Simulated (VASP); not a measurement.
A run of VASP 6.6.1 is set up as follows.

File INCAR:

```
SYSTEM = Y
ALGO = Normal
EDIFF = 1E-6
EDIFFG = -0.01
ENCUT = 600
GGA = PE
IBRION = 2
ISIF = 3
ISMEAR = -1
LASPH = .True.
LCHARG = .False.
LREAL = .False.
LWAVE = .False.
NELM = 60
NSW = 80
PREC = Accurate
SIGMA = 0.1
```

The input KPOINTS:

```
k-points
0
Gamma
  10 10 10
  0 0 0
```

The input POSCAR:

```
Y
1.0
    3.2912715962      0.0000000000      0.0000000000
    0.0000000000      3.2912715962      0.0000000000
    0.0000000000      0.0000000000      3.2912715962
Y
1
Direct
    0.0000000000      0.0000000000      0.0000000000
```

Potentials or basis: VASP PAW PBE potentials, release 64 (Y_sv).

Launch:

```sh
$ cat potpaw_PBE.64/Y_sv/POTCAR > POTCAR
$ mpirun -np 1 vasp_std > vasp.out
```

(1) What does it give for the band gap on the k mesh?

(2) Predict the space group after relaxing (to 0.1 Å).

(3) Predict the relaxed volume.

## Answers

(1) zero (an odd number of electrons rules out a gap without spin polarisation).

(2) Pm-3m (No. 221).

(3) 35.00 Å³/atom.
